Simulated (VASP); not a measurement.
A run of VASP 6.6.1:

The input INCAR:

```
SYSTEM = Na
PREC = Accurate
ENCUT = 520
EDIFF = 1E-6
ISMEAR = 0
SIGMA = 0.15
LREAL = .FALSE.
LASPH = .TRUE.
NELM = 60
ALGO = Fast
ISIF = 2
LWAVE = .FALSE.
LCHARG = .FALSE.
GGA = PS
NBANDS = 14
```

KPOINTS

```
regular mesh
0
G
  12 12 10
  0 0 0
```

Contents of POSCAR:

```
Na
1.0
    0.0000000000     -3.6962086161      0.0000000000
   -3.6962086161      0.0000000000      0.0000000000
    0.0000000000      0.0000000000     -5.1808230877
Na
2
Direct
    0.5000000000      0.6642007968      0.5000000000
    0.0000000000     -0.1642007968      0.0000000000
```

Potentials or basis: VASP PAW PBE potentials, release 64 (Na_pv).

Command:

```sh
$ cat potpaw_PBE.64/Na_pv/POTCAR > POTCAR
$ mpirun -np 1 vasp_std > vasp.out
```

Hardware: 1 thread of Intel(R) Xeon(R) 6975P-C (Granite Rapids), with other jobs on the host.

Question: How long does it take, and how much memory?

Answer: It took 82 s on 1 thread of Intel(R) Xeon(R) 6975P-C (Granite Rapids) (shared host), peak memory 0.32 GiB. Counts: scf iterations 13, k points 294.
